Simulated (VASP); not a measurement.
A run of VASP 6.6.1 is set up as follows.

Contents of INCAR:

```
SYSTEM = KCl
PREC     = Accurate       ! precision mode
ENCUT    = 520            ! plane-wave cutoff, eV
EDIFF    = 1E-8           ! SCF threshold, eV
ISMEAR   = -1             ! smearing method
SIGMA    = 0.03           ! smearing width, eV
LREAL    = .FALSE.        ! projectors in reciprocal space
LASPH    = .TRUE.         ! aspherical terms in the spheres
NELM     = 80             ! most SCF steps
ALGO     = Normal         ! electronic algorithm
ISIF     = 2              ! what is computed and relaxed
LWAVE    = .FALSE.        ! write WAVECAR
LCHARG   = .FALSE.        ! write CHGCAR
LEFG     = .TRUE.       
NBANDS   = 15             ! bands
```

File KPOINTS:

```
Automatic mesh
0
G
  7 7 7
  0 0 0
```

Contents of POSCAR:

```
KCl
1.0
   -0.0631220000      3.1245390000      3.1245390000
    3.1245390000     -0.0631220000      3.1245390000
    3.1245390000      3.1245390000     -0.0631220000
K Cl
1 1
Direct
    0.0000000000      0.0000000000      0.0000000000
    0.5000000000      0.5000000000      0.5000000000
```

Potentials or basis: VASP PAW LDA potentials, release 64 (K_sv, Cl).

Launch:

```sh
$ cat potpaw_LDA.64/K_sv/POTCAR potpaw_LDA.64/Cl/POTCAR > POTCAR
$ mpirun -np 1 vasp_std > vasp.out
```

Task: Estimate the pressure.

Result: -2.0 GPa.

Task: What does it give for the band gap on the k mesh?

Result: 4.68 eV, direct.

Stress tensor (GPa, compression positive):
```
-2.05  0.14  0.14
 0.14 -2.05  0.14
 0.14  0.14 -2.05
```

Caveat: the cell differs from its parent crystal (equal xy, yz and zx shear strains of -2 %); without QUAD_EFG the Cq values of the log hold for a quadrupole moment of 1 mb, not for the nuclei. A k mesh can miss the band edges.
